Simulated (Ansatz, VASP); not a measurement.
## One calculation of Zr, two programs

```
Zr
1.0
     3.27441    0.00000    0.00000
    -1.63721    2.83572    0.00000
     0.00000    0.00000    5.24219
Zr
2
Direct
  0.33333 0.66667 0.25000
  0.66667 0.33333 0.75000
```

Alike in both runs: task single point; functional PBE; k mesh 18 × 18 × 10; occupations fermi-dirac, width 0.1 eV; no spin polarisation.

|  | VASP | Ansatz |
| --- | --- | --- |
| version | VASP 6.6.1 | Ansatz 0.2.0 |
| potentials or method | VASP PAW PBE potentials, release 64 (Zr_sv), cutoff 520 eV | plane waves (420 eV) with PAW, scalar-relativistic |
| valence electrons in the cell | 24 | 24 |

|  | VASP | Ansatz | Ansatz less VASP |
| --- | --- | --- | --- |
| pressure (GPa) | -3.4 | -3.4 | -0.01 |
| traceless stress, the component that is largest in VASP (GPa) | -0.09 | -0.08 | +0.003 |
